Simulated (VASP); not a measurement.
Write the native input for VASP 6.6.1 that does the following.

```yaml
Task: single point
Functional: LDA
Potentials_or_basis: VASP PAW LDA potentials, release 64 (Si)
Cutoff: 520 eV
k_mesh: 12 × 12 × 12
Occupations: gaussian, width 0.05 eV
Spin: no spin polarisation
Dipole_correction: no
Further_INCAR_settings: ALGO = Normal; EDIFF = 1e-07; NBANDS = 11
```

The structure of Si lies in POSCAR:

```
Si
1.0
    0.0000000000      2.5521397941      2.9520600998
    2.5521397941      0.0000000000      2.9520600998
    2.5521397941      2.5521397941      0.0000000000
Si
2
Direct
    0.5000000000      0.5000000000      0.5000000000
    0.7500000000      0.7500000000      0.7500000000
```

This cell differs from its parent crystal: volume 19.228 Å^3 an atom, c/a of the conventional cell 1.1567.

The input as run:

INCAR

```
SYSTEM = Si
  PREC = Accurate
  ENCUT = 520
  EDIFF = 1E-7
  ISMEAR = 0
  SIGMA = 0.05
  LREAL = .FALSE.
  LASPH = .TRUE.
  NELM = 60
  ALGO = Normal
  ISIF = 2
  LWAVE = .FALSE.
  LCHARG = .FALSE.
  NBANDS = 11
```

KPOINTS

```
Automatic mesh
0
G
  12 12 12
  0 0 0
```

Potentials or basis: VASP PAW LDA potentials, release 64 (Si).

Command:

```sh
$ cat potpaw_LDA.64/Si/POTCAR > POTCAR
$ mpirun -np 1 vasp_std > vasp.out
```

Results of the run:

| Item | Value |
| --- | --- |
| Pressure | 1.7 GPa |
| Band gap on the k mesh | zero (band 4 reaches 6.64 eV, above the bottom of band 5 at 6.23 eV) |

It took 51 s on 1 thread of Intel(R) Xeon(R) Platinum 8375C CPU @ 2.90GHz (Ice Lake) (shared host), peak memory 0.17 GiB.
